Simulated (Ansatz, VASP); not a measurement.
NbP in VASP and in Ansatz

The input POSCAR:

```
NbP
1.0
    0.0000000000      2.7638368698      2.7638368698
    2.7638368698      0.0000000000      2.7638368698
    2.7638368698      2.7638368698      0.0000000000
Nb P
1 1
Direct
    0.0000000000      0.0000000000      0.0000000000
    0.2500000000      0.2500000000      0.2500000000
```

Contents of INCAR.step1:

```
ALGO = Normal
EDIFF = 1E-4
ENCUT = 520
GGA = PE
ISMEAR = 0
ISPIN = 2
LASPH = T
LCHARG = F
LMAXMIX = 4
LREAL = F
LWAVE = T
MAGMOM = 2.5 0
NBANDS = 20
NELM = 150
PREC = Accurate
SIGMA = 0.1
```

Contents of INCAR.step2:

```
ALGO = Normal
EDIFF = 1E-6
ENCUT = 520
ISIF = 2
ISMEAR = 0
ISPIN = 2
ISTART = 1
LASPH = T
LCHARG = F
LMAXMIX = 4
LMIXTAU = T
LORBIT = 11
LREAL = F
LWAVE = F
MAGMOM = 2.5 0
METAGGA = R2SCAN
NBANDS = 20
NELM = 150
PREC = Accurate
SIGMA = 0.1
```

Contents of KPOINTS:

```
k-points
0
Gamma
  14 14 14
```

Input for Ansatz:

```yaml
crystal:
  lattice:
    - [0.0, 2.7638368698, 2.7638368698]
    - [2.7638368698, 0.0, 2.7638368698]
    - [2.7638368698, 2.7638368698, 0.0]
  atoms:
    - { symbol: Nb, position: [0.0, 0.0, 0.0], spin: 2.5 }
    - { symbol: P, position: [0.25, 0.25, 0.25] }
basis:
  ecutwfc: 500
kpoints:
  mp_grid: { grid: [14, 14, 14] }
hamiltonian:
  xc: r2scan
scf:
  occupations: { method: gaussian, width: 0.1 }
  lower_state_search: "off"
output:
  forces: true
  stress: true
  eigenvalues: true
  populations: true
  write_density: true
  write_potential: true
  elf: true
  volumetric_format: npy
magnetization:
  spin_polarized: true
```

Alike in both runs: task single point; functional r2SCAN; k mesh 14 × 14 × 14; occupations gaussian, width 0.1 eV; collinear spin.

|  | VASP | Ansatz |
| --- | --- | --- |
| version | VASP 6.6.1 | Ansatz 0.2.0 |
| potentials or method | VASP PAW PBE potentials, release 64 (Nb_sv, P), cutoff 520 eV | scalar-relativistic, plane waves, PAW |
| valence electrons in the cell | 18 | 18 |

|  | VASP | Ansatz | Ansatz less VASP |
| --- | --- | --- | --- |
| gap on the k mesh at the Fermi level (eV) | none | none | - |
| pressure (GPa) | 2.5 | 2.8 | +0.28 |
| net moment per atom (μB) | 0.00 | 0.00 | -0.001 |

VASP's potentials were made for PBE, not for r2SCAN. A gap of «none» marks a metal or a gap that the smearing closes. The functional is the same, so the differences come from potentials, cutoffs and numerics. Ansatz's warnings: seeded moment not kept, stability check not made.
